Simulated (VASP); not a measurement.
Write the native input for VASP 6.6.1 that does the following.

- Task: single point
- Functional: PBEsol
- Potentials or basis: VASP PAW PBE potentials, release 64 (H, Cl)
- Cutoff: 520 eV
- k mesh: 16 × 16 × 16
- Occupations: gaussian, width 0.15 eV
- Spin: no spin polarisation
- Dipole correction: no
- Further INCAR settings: ALGO = Normal; EDIFF = 1e-07; NBANDS = 11

The structure of HCl lies in POSCAR:

```
HCl
1.0
    0.0000000000      2.6006250000      2.7375000000
    2.6006250000      0.0000000000      2.7375000000
    2.6006250000      2.6006250000      0.0000000000
H Cl
1 1
Direct
    0.0000000000      0.0000000000      0.0000000000
    0.5000000000      0.5000000000      0.5000000000
```

This cell differs from its parent crystal: strain -0.050 along x and y, +0.000 along z.

One way to write it, as run:

INCAR

```
SYSTEM = HCl
ALGO = Normal
EDIFF = 1E-7
ENCUT = 520
GGA = PS
ISIF = 2
ISMEAR = 0
LASPH = .TRUE.
LCHARG = .TRUE.
LELF = .TRUE.
LREAL = .FALSE.
LVHAR = .TRUE.
LWAVE = .FALSE.
NBANDS = 11
NELM = 60
PREC = Accurate
SIGMA = 0.15
```

KPOINTS

```
k-points
0
G
  16 16 16
  0 0 0
```

Potentials or basis: VASP PAW PBE potentials, release 64 (H, Cl).

Command:

```bash
$ cat potpaw_PBE.64/H/POTCAR potpaw_PBE.64/Cl/POTCAR > POTCAR
$ mpirun -np 1 vasp_std > vasp.out
```

It gave:

```yaml
Pressure: -11.0 GPa
Band_gap_on_the_k_mesh: zero (band 4 reaches -1.61 eV, above the bottom of band 5 at -1.83 eV)
```

Caveat: the cell differs from its parent crystal (strain -0.050 along x and y, +0.000 along z); the PAW data sets were made with another functional, which shifts forces and pressure a little.

It took 66 s on 1 thread of AMD EPYC 9R45 96-Core Processor (Zen 5), on a shared host, peak memory 0.22 GiB.
